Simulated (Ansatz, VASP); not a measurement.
# AlN in VASP and in Ansatz

Contents of INCAR:

```
SYSTEM = AlN
ALGO = Normal
EDIFF = 1E-6
ENCUT = 600
GGA = PE
GGA_COMPAT = .False.
ISIF = 2
ISMEAR = 0
LASPH = .True.
LCHARG = .False.
LREAL = .False.
LWAVE = .False.
NBANDS = 11
NELM = 120
PREC = Accurate
SIGMA = 0.05
```

KPOINTS

```
k-points
0
Gamma
  10 10 10
  0 0 0
```

Contents of POSCAR:

```
AlN
1.0
    0.0000000000      2.2015871043      2.2015871043
    2.2015871043      0.0000000000      2.2015871043
    2.2015871043      2.2015871043      0.0000000000
Al N
1 1
Direct
    0.0058949830     -0.0058949830     -0.0058949830
    0.7386445556      0.7613554444      0.7613554444
```

Input for Ansatz:

```yaml
crystal:
  lattice:
    - [0.0, 2.2015871043, 2.2015871043]
    - [2.2015871043, 0.0, 2.2015871043]
    - [2.2015871043, 2.2015871043, 0.0]
  atoms:
    - { symbol: Al, position: [0.005894983, -0.005894983, -0.005894983] }
    - { symbol: "N", position: [0.7386445556, 0.7613554444, 0.7613554444] }
basis:
  ecutwfc: 420
kpoints:
  mp_grid: { grid: [10, 10, 10] }
hamiltonian:
  xc: pbe
scf:
  occupations: { method: gaussian, width: 0.05 }
output:
  forces: true
  stress: true
  eigenvalues: true
```

Change from the starting cell: mode 4 (634.6 1/cm) frozen in, largest displacement +0.050 Å.

Alike in both runs: task single point; functional PBE; k mesh 10 × 10 × 10; occupations gaussian, width 0.05 eV; no spin polarisation.

|  | VASP | Ansatz |
| --- | --- | --- |
| version | VASP 6.6.1 | Ansatz 0.2.0 |
| potentials or method | VASP PAW PBE potentials, release 64 (Al, N), cutoff 600 eV | scalar-relativistic, plane waves, PAW |
| valence electrons in the cell | 8 | 8 |

Ansatz gave:

- gap on the k mesh at the Fermi level (eV): 3.12
- least direct gap on the mesh (eV): 3.77
- pressure (GPa): 0.7
- traceless stress, the component that is largest in VASP (GPa): 4.59
- rms of the force components (eV/Å): 0.596

**Question.** Which values does VASP return?

**Answer.** gap on the k mesh at the Fermi level (eV): 3.11; least direct gap on the mesh (eV): 3.78; pressure (GPa): 0.3; traceless stress, the component that is largest in VASP (GPa): 4.61; rms of the force components (eV/Å): 0.598.

Atom by atom the forces differ by 0.002 eV/Å (rms over components).
